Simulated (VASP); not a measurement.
# AlN (P6_3/mmc) in VASP: notebook

Runs on AlN. Level: PBE-based screened hybrid. Tasks: single point.

Everything below comes from runs of VASP 6.6.1. Logs are shortened: lines on timing, memory, paths and dates and some standing lists are left out, and cuts for length are marked.

## Step 1: The cell of the first run

Symmetry: P6_3/mmc, No. 194, hexagonal system. The conventional cell has a = 3.312 Å, b = 3.312 Å, c = 4.188 Å, α = 90.00°, β = 90.00°, γ = 120.00°. Al (site symmetry -6m2) has 5 N at 1.91 to 2.09 Å within 2.5 Å. N (site symmetry -6m2) has 5 Al at 1.91 to 2.09 Å within 2.5 Å.

## Step 2: Single point, PBE-based screened hybrid

POSCAR

```
AlN
1.0
    3.3121157418      0.0000000000      0.0000000000
   -1.6560578709      2.8683763727      0.0000000000
    0.0000000000      0.0000000000      4.1875630000
Al N
2 2
Direct
    0.6666666667      0.3333333333      0.2500000000
    0.3333333333      0.6666666667      0.7500000000
    0.6666666667      0.3333333333      0.7500000000
    0.3333333333      0.6666666667      0.2500000000
```

INCAR.step1

```
ALGO     = Normal         # electronic algorithm
EDIFF    = 1E-5           # SCF threshold, eV
ENCUT    = 520            # plane-wave cutoff, eV
GGA      = PE             # functional
ISIF     = 2              # what is computed and relaxed
ISMEAR   = -1             # smearing method
LASPH    = T              # aspherical terms in the spheres
LCHARG   = F              # write CHGCAR
LREAL    = F              # projectors in reciprocal space
LWAVE    = T              # write WAVECAR
NBANDS   = 16             # bands
NELM     = 80             # most SCF steps
PREC     = Accurate       # precision mode
SIGMA    = 0.05           # smearing width, eV
```

INCAR.step2

```
AEXX     = 0.25           # exact-exchange fraction
ALGO     = Normal         # electronic algorithm
EDIFF    = 1E-7           # SCF threshold, eV
ENCUT    = 520            # plane-wave cutoff, eV
GGA      = PE             # functional
HFSCREEN = 0.15           # screening, 1/A
ISIF     = 2              # what is computed and relaxed
ISMEAR   = -1             # smearing method
ISTART   = 1            
LASPH    = T              # aspherical terms in the spheres
LCHARG   = F              # write CHGCAR
LHFCALC  = T              # exact exchange
LREAL    = F              # projectors in reciprocal space
LWAVE    = F              # write WAVECAR
NBANDS   = 16             # bands
NELM     = 80             # most SCF steps
PREC     = Accurate       # precision mode
PRECFOCK = Normal       
SIGMA    = 0.05           # smearing width, eV
```

KPOINTS

```
k-points
0
Gamma
  5 5 4
```

Potentials or basis: VASP PAW PBE potentials, release 64 (Al, N).

On the command line:

```
> cat potpaw_PBE.64/Al/POTCAR potpaw_PBE.64/N/POTCAR > POTCAR
> cp INCAR.step1 INCAR
> mpirun -np 1 vasp_std > vasp.out
> cp INCAR.step2 INCAR
> mpirun -np 1 vasp_std > vasp.out
```

OUTCAR:

```text
AEXX = 0.25
   EDIFF = 1E-7
   ENCUT = 520
   GGA = PE
   HFSCREEN = 0.15
   ISIF = 2
   ISMEAR = -1
   ISTART = 1
   LASPH = T
   LHFCALC = T
   LREAL = F
   NELM = 80
   PREC = Accurate
   PRECFOCK = Normal

 ion  position               nearest neighbor table
   1  0.667  0.333  0.250-   4 1.91   4 1.91   4 1.91   3 2.09   3 2.09   2 2.84   2 2.84   2 2.84
                             2 2.84   2 2.84   2 2.84
   2  0.333  0.667  0.750-   3 1.91   3 1.91   3 1.91   4 2.09   4 2.09   1 2.84   1 2.84   1 2.84
                             1 2.84   1 2.84   1 2.84
   3  0.667  0.333  0.750-   2 1.91   2 1.91   2 1.91   1 2.09   1 2.09
   4  0.333  0.667  0.250-   1 1.91   1 1.91   1 1.91   2 2.09   2 2.09

  LATTYP: Found a hexagonal cell.
 ALAT       =     3.3121157418
 C/A-ratio  =     1.2643166261

  Lattice vectors:

 A1 = (   3.3121157418,   0.0000000000,   0.0000000000)
 A2 = (  -1.6560578709,   2.8683763727,   0.0000000000)
 A3 = (   0.0000000000,   0.0000000000,   4.1875630000)

Analysis of symmetry for initial positions (statically):
=====================================================================
 Subroutine PRICEL returns:
 Original cell was already a primitive cell.

 Routine SETGRP: Setting up the symmetry group for a
 hexagonal supercell.

 Subroutine GETGRP returns: Found 24 space group operations
 (whereof 12 operations were pure point group operations)
 out of a pool of 24 trial point group operations.

The static configuration has the point symmetry D_3d.
 The point group associated with its full space group is D_6h.

Analysis of symmetry for dynamics (positions and initial velocities):
=====================================================================
 Subroutine PRICEL returns:
 Original cell was already a primitive cell.

 Routine SETGRP: Setting up the symmetry group for a
 hexagonal supercell.

 Subroutine GETGRP returns: Found 24 space group operations
 (whereof 12 operations were pure point group operations)
 out of a pool of 24 trial point group operations.

The dynamic configuration has the point symmetry D_3d.
 The point group associated with its full space group is D_6h.

 Subroutine INISYM returns: Found 24 space group operations
 (whereof 12 operations are pure point group operations),
 and found     1 'primitive' translations

----------------------------------------------------------------------------------------

                                     Primitive cell

  volume of cell :      39.7835

  direct lattice vectors                    reciprocal lattice vectors
     3.312115742  0.000000000  0.000000000     0.301921816  0.174314642  0.000000000
    -1.656057871  2.868376373  0.000000000     0.000000000  0.348629284  0.000000000
     0.000000000  0.000000000  4.187563000     0.000000000  0.000000000  0.238802377

  length of vectors
     3.312115742  3.312115742  4.187563000     0.348629284  0.348629284  0.238802377

  position of ions in fractional coordinates (direct lattice)
     0.666666667  0.333333333  0.250000000
     0.333333333  0.666666667  0.750000000
     0.666666667  0.333333333  0.750000000
     0.333333333  0.666666667  0.250000000

  ion indices of the primitive-cell ions
   primitive index   ion index
                 1           1
                 2           2
                 3           3
                 4           4

----------------------------------------------------------------------------------------

 KPOINTS: k-points

Automatic generation of k-mesh.
 Grid dimensions read from file:
 generate k-points for:    5    5    4

 Generating k-lattice:

  Cartesian coordinates                     Fractional coordinates (reciprocal lattice)
     0.060384363  0.034862928  0.000000000     0.200000000  0.000000000  0.000000000
     0.000000000  0.069725857  0.000000000     0.000000000  0.200000000  0.000000000
     0.000000000  0.000000000  0.059700594     0.000000000  0.000000000  0.250000000

  Length of vectors
     0.069725857  0.069725857  0.059700594

  Shift w.r.t. Gamma in fractional coordinates (k-lattice)
     0.000000000  0.000000000  0.000000000

 Subroutine IBZKPT returns following result:
 ===========================================

 Found     15 irreducible k-points:

 Following reciprocal coordinates:
            Coordinates               Weight
  0.000000  0.000000  0.000000      1.000000
  0.200000  0.000000  0.000000      6.000000
  0.400000  0.000000  0.000000      6.000000
  0.200000  0.200000  0.000000      6.000000
  0.400000  0.200000  0.000000      6.000000
  0.000000  0.000000  0.250000      2.000000
  0.200000  0.000000  0.250000     12.000000
  0.400000  0.000000  0.250000     12.000000
  0.200000  0.200000  0.250000     12.000000
  0.400000  0.200000  0.250000     12.000000
  0.000000  0.000000  0.500000      1.000000
  0.200000  0.000000  0.500000      6.000000
  0.400000  0.000000  0.500000      6.000000
  0.200000  0.200000  0.500000      6.000000
  0.400000  0.200000  0.500000      6.000000
   k-points           NKPTS =     15   k-points in BZ     NKDIM =    100   number of bands    NBANDS=     16
   number of dos      NEDOS =    301   number of ions     NIONS =      4
   total plane-waves  NPLWV =  25088
   dimension x,y,z NGX =    28 NGY =   28 NGZ =   32
   dimension x,y,z NGXF=    56 NGYF=   56 NGZF=   64
   ions per type =               2   2
   NGX,Y,Z   is equivalent  to a cutoff of  14.05, 14.05, 12.70 a.u.
   NGXF,Y,Z  is equivalent  to a cutoff of  28.11, 28.11, 25.41 a.u.
 SYSTEM =  unknown system
   PREC   = accura    normal or accurate (medium, high low for compatibility)
   ISTART =      1    job   : 0-new  1-cont  2-samecut
   ICHARG =      0    charge: 1-file 2-atom 10-const
   ISPIN  =      1    spin polarized calculation?
   LNONCOLLINEAR =      F non collinear calculations
   LSORBIT =      F    spin-orbit coupling
   LASPH  =      T    aspherical Exc in radial PAW
   ENCUT  =  520.0 eV  38.22 Ry    6.18 a.u.   6.16  6.16  7.79*2*pi/ulx,y,z
   NELM   =     80;   NELMIN=  2; NELMDL=  0     # of ELM steps
   EDIFF  = 0.1E-06   stopping-criterion for ELM
   LREAL  =      F    real-space projection
   EDIFFG = 0.1E-05   stopping-criterion for IOM
   NSW    =      0    number of steps for IOM
   IBRION =     -1    ionic relax: 0-MD 1-quasi-New 2-CG
   NFREE  =      0    steps in history (QN), initial steepest desc. (CG)
   ISIF   =      2    stress and relaxation
   ISYM   =      3    0-nonsym 1-usesym 2-fastsym
   POTIM  = 0.5000    time-step for ionic-motion
   TEBEG  =    0.0;   TEEND  =   0.0 temperature during run
   PSTRESS=    0.0 pullay stress
   NELECT =      16.0000    total number of electrons
   NUPDOWN=      -1.0000    fix difference up-down
   EMIN   =  10.00;   EMAX   =-10.00  energy-range for DOS
   EFERMI =   0.00;   METHOD = LEGACY
   ISMEAR =    -1;   SIGMA  =   0.05  broadening in eV -4-tet -1-fermi 0-gaus
   EFERMI_NEDOS =   21; number of points for ismear=-14 and -15
   IALGO  =     38    algorithm
   IMIX   =      1    mixing-type and parameters
     AMIX     =   0.40;   BMIX     =  1.00
     AMIX_MAG =   1.60;   BMIX_MAG =  1.00
  volume/ion in A,a.u.               =       9.95        67.12
  Fermi-wavevector in a.u.,A,eV,Ry     =   1.208409  2.283561 19.867927  1.460251
  Thomas-Fermi vector in A             =   2.344017
   LORBIT       =      0    0 simple, 1 ext, 2 COOP (PROOUT), +10 PAW based schemes
   GGA     = PE    functional components
   LHFCALC =     T    Hartree Fock is set to
   PRECFOCK=normal    Normal, Fast or Accurate (Low or Medium for compatibility)
   ENCUT4O =  -1.0   cutoff for four orbital integrals eV
   NKREDX  =     1    reduce k-point grid by
   NKREDY  =     1    reduce k-point grid by
   NKREDZ  =     1    reduce k-point grid by
   AEXX    =    0.2500 exact exchange contribution
   HFSCREEN=    0.1500 screening length (either q_TF or 0.3 A-1)
   HFSCREENC=   0.1500 screening length for correlation (either q_TF or 0.3 A-1)
   ENCUTFOCK=  -1.0 apply spherical cutoff to Coloumb kernel
   IVDW    =     0    specifies the selected vdW correction
   LEPSILON=     F    determine dielectric tensor
   LRPA    =     F    only Hartree local field effects (RPA)
 non-spin polarized calculation
  energy-cutoff  :      520.00
  volume of cell :       39.78
 maximum number of plane-waves:      1082
 NGX is ok and might be reduce to    28
  NGX = 20; NGY = 20; NGZ = 24

 number of electron      15.9999999 magnetization

 Free energy of the ion-electron system (eV)
  ---------------------------------------------------
  ext. energy  EPLUGINS =         0.00000000
  ---------------------------------------------------
  free energy    TOTEN  =       -34.92031781 eV

  energy without entropy =      -34.92031781  energy(sigma->0) =      -34.92031781

 E-fermi :   8.1104     XC(G=0):  -9.0896

 val. band max:        7.0319253414   @ k =   0.0000   0.0000   0.0000
 cond. band min:      11.7247619192   @ k =   0.0000   0.0000   0.0000
 fundamental gap:      4.6928365778
 Fermi energy:         8.1104427764

 k-point     1 :       0.0000    0.0000    0.0000
  band No.  band energies     occupation
      1     -11.4045      2.00000
      2      -7.5418      2.00000
      3      -0.4525      2.00000
      4       3.4851      2.00000
      5       3.4851      2.00000
      6       5.3065      2.00000
[... 8 lines left out ...]
     15      20.7807      0.00000
     16      20.8391      0.00000

 k-point     2 :       0.2000    0.0000    0.0000
  band No.  band energies     occupation
      1     -10.9297      2.00000
      2      -7.5572      2.00000
      3       0.0759      2.00000
      4       2.0315      2.00000
      5       2.9151      2.00000
      6       4.0127      2.00000
[... 8 lines left out ...]
     15      19.3421      0.00000
     16      21.3217      0.00000
[... 216 lines left out ...]
      5       2.8739      2.00000
      6       2.8739      2.00000
[... 8 lines left out ...]
     15      20.8085      0.00000
     16      20.8085      0.00000

 k-point    15 :       0.4000    0.2000    0.5000
  band No.  band energies     occupation
      1      -8.5525      2.00000
      2      -8.5525      2.00000
      3      -0.5774      2.00000
      4      -0.5774      2.00000
      5       2.0805      2.00000
      6       2.0805      2.00000
[... 8 lines left out ...]
     15      21.5134      0.00000
     16      21.5134      0.00000

------------------------ aborting loop because EDIFF is reached ----------------------------------------

  FORCE on cell =-STRESS in cart. coord.  units (eV):
  Direction    XX          YY          ZZ          XY          YZ          ZX
  --------------------------------------------------------------------------------------
  -------------------------------------------------------------------------------------
  Total       -1.5147054     -1.5147054     -1.4030633      0.0000000      0.0000000      0.0000000
  in kB      -61.0008340    -61.0008340    -56.5047357      0.0000000      0.0000000      0.0000000
  external PRESSURE =     -59.5021345 kB  Pullay stress =       0.0000000 kB

 VOLUME and BASIS-vectors are now :
 -----------------------------------------------------------------------------
  energy-cutoff  :      520.00
  volume of cell :       39.78
      direct lattice vectors                 reciprocal lattice vectors
     3.312115742  0.000000000  0.000000000     0.301921816  0.174314642  0.000000000
    -1.656057871  2.868376373  0.000000000     0.000000000  0.348629284  0.000000000
     0.000000000  0.000000000  4.187563000     0.000000000  0.000000000  0.238802377

 POSITION                                       TOTAL-FORCE (eV/Angst)
 -----------------------------------------------------------------------------------
      1.65606      0.95613      1.04689        -0.000000      0.000000     -0.000000
     -0.00000      1.91225      3.14067         0.000000     -0.000000      0.000000
      1.65606      0.95613      3.14067         0.000000      0.000000      0.000000
     -0.00000      1.91225      1.04689         0.000000      0.000000     -0.000000
 -----------------------------------------------------------------------------------
    total drift:                                0.000000      0.000000     -0.000000

  FREE ENERGIE OF THE ION-ELECTRON SYSTEM (eV)
  ---------------------------------------------------
  free  energy   TOTEN  =       -34.9203178109 eV

  energy  without entropy=      -34.9203178109  energy(sigma->0) =      -34.92031781
```

Run time: 10 min. Hardware: 1 thread of Intel Xeon Platinum 8375C at 2.90GHz (Ice Lake), shared host; peak memory 0.26 GiB.

Results:

```
Free energy            : -34.9203 eV
Pressure               : -6.0 GPa
Band gap on the k mesh : 4.69 eV, direct
```

Caveat: the k points lie up to 0.44 Å⁻¹ apart; the PAW data sets were made with another functional, which shifts forces and pressure a little.

## Step 3: Single point, PBE-based screened hybrid

POSCAR is that of step 2.

INCAR.step1

```
ALGO = Normal ; EDIFF = 1E-5
ENCUT = 520 ; GGA = PE
ISIF = 2 ; ISMEAR = -1
LASPH = True ; LREAL = False
LWAVE = True ; NBANDS = 16
NELM = 60 ; PREC = Accurate
SIGMA = 0.05
```

INCAR.step2

```
AEXX = 0.25 ; ALGO = Normal
EDIFF = 1E-6 ; ENCUT = 520
GGA = PE ; HFSCREEN = 0.2
ISIF = 2 ; ISMEAR = -1
ISTART = 1 ; LASPH = True
LCHARG = True ; LELF = True
LHFCALC = True ; LREAL = False
LVHAR = True ; LWAVE = False
NBANDS = 16 ; NELM = 60
PREC = Accurate ; PRECFOCK = Normal
SIGMA = 0.05
```

KPOINTS is that of step 2.

Potentials or basis: VASP PAW PBE potentials, release 64 (Al, N).

On the command line:

```
> cat potpaw_PBE.64/Al/POTCAR potpaw_PBE.64/N/POTCAR > POTCAR
> cp INCAR.step1 INCAR
> mpirun -np 1 vasp_std > vasp.out
> cp INCAR.step2 INCAR
> mpirun -np 1 vasp_std > vasp.out
```

OUTCAR:

```text
AEXX = 0.25
   EDIFF = 1E-6
   ENCUT = 520
   GGA = PE
   HFSCREEN = 0.2
   ISIF = 2
   ISMEAR = -1
   ISTART = 1
   LASPH = True
   LHFCALC = True
   LREAL = False
   NELM = 60
   PREC = Accurate
   PRECFOCK = Normal

 ion  position               nearest neighbor table
   1  0.667  0.333  0.250-   4 1.91   4 1.91   4 1.91   3 2.09   3 2.09   2 2.84   2 2.84   2 2.84
                             2 2.84   2 2.84   2 2.84
   2  0.333  0.667  0.750-   3 1.91   3 1.91   3 1.91   4 2.09   4 2.09   1 2.84   1 2.84   1 2.84
                             1 2.84   1 2.84   1 2.84
   3  0.667  0.333  0.750-   2 1.91   2 1.91   2 1.91   1 2.09   1 2.09
   4  0.333  0.667  0.250-   1 1.91   1 1.91   1 1.91   2 2.09   2 2.09

  LATTYP: Found a hexagonal cell.
 ALAT       =     3.3121157418
 C/A-ratio  =     1.2643166261

  Lattice vectors:

 A1 = (   3.3121157418,   0.0000000000,   0.0000000000)
 A2 = (  -1.6560578709,   2.8683763727,   0.0000000000)
 A3 = (   0.0000000000,   0.0000000000,   4.1875630000)

Analysis of symmetry for initial positions (statically):
[... 179 lines left out ...]
 val. band max:        7.1168034861   @ k =   0.0000   0.0000   0.0000
 cond. band min:      11.6646576628   @ k =   0.0000   0.0000   0.0000
 fundamental gap:      4.5478541768
 Fermi energy:         8.1066243320

 k-point     1 :       0.0000    0.0000    0.0000
  band No.  band energies     occupation
      1     -11.2950      2.00000
      2      -7.4367      2.00000
      3      -0.3448      2.00000
      4       3.5790      2.00000
      5       3.5790      2.00000
      6       5.3958      2.00000
[... 262 lines left out ...]
      3      -0.4693      2.00000
      4      -0.4693      2.00000
      5       2.1838      2.00000
      6       2.1838      2.00000
[... 8 lines left out ...]
     15      21.4271      0.00000
     16      21.4271      0.00000

------------------------ aborting loop because EDIFF is reached ----------------------------------------

  FORCE on cell =-STRESS in cart. coord.  units (eV):
  Direction    XX          YY          ZZ          XY          YZ          ZX
  --------------------------------------------------------------------------------------
  -------------------------------------------------------------------------------------
  Total       -1.4861372     -1.4861372     -1.3752238      0.0000000      0.0000000     -0.0000000
  in kB      -59.8503228    -59.8503228    -55.3835734      0.0000000      0.0000000     -0.0000000
  external PRESSURE =     -58.3614063 kB  Pullay stress =       0.0000000 kB

 VOLUME and BASIS-vectors are now :
 -----------------------------------------------------------------------------
  energy-cutoff  :      520.00
  volume of cell :       39.78
      direct lattice vectors                 reciprocal lattice vectors
     3.312115742  0.000000000  0.000000000     0.301921816  0.174314642  0.000000000
    -1.656057871  2.868376373  0.000000000     0.000000000  0.348629284  0.000000000
     0.000000000  0.000000000  4.187563000     0.000000000  0.000000000  0.238802377

 POSITION                                       TOTAL-FORCE (eV/Angst)
 -----------------------------------------------------------------------------------
      1.65606      0.95613      1.04689        -0.000000     -0.000000     -0.000000
     -0.00000      1.91225      3.14067         0.000000      0.000000     -0.000000
      1.65606      0.95613      3.14067        -0.000000      0.000000     -0.000000
     -0.00000      1.91225      1.04689        -0.000000     -0.000000      0.000000
 -----------------------------------------------------------------------------------
    total drift:                                0.000000      0.000000      0.000000

  FREE ENERGIE OF THE ION-ELECTRON SYSTEM (eV)
  ---------------------------------------------------
  free  energy   TOTEN  =       -34.4871679299 eV

  energy  without entropy=      -34.4871679298  energy(sigma->0) =      -34.48716793
```

It took 12 min on 1 thread of Intel Xeon Platinum 8375C at 2.90GHz (Ice Lake), shared host; peak memory 0.26 GiB.

What came out:

| Item | Value |
| --- | --- |
| Free energy | -34.4872 eV |
| Pressure | -5.8 GPa |
| Band gap on the k mesh | 4.55 eV, direct |

Levels at points of the mesh, in eV from the valence-band top:
| k point | band 6 | band 7 | band 8 | band 9 | band 10 | band 11 |
| --- | --- | --- | --- | --- | --- | --- |
| (0.00, 0.00, 0.00) | -1.72 | -1.72 | 0.00 | 4.55 | 5.75 | 9.74 |
| (0.00, 0.00, 0.50) | -2.67 | -2.67 | -2.67 | 7.05 | 7.05 | 9.90 |

Caveat: the k points lie up to 0.44 Å⁻¹ apart; the PAW data sets were made with another functional, which shifts forces and pressure a little.

(Part 1 of 2 ends here.)
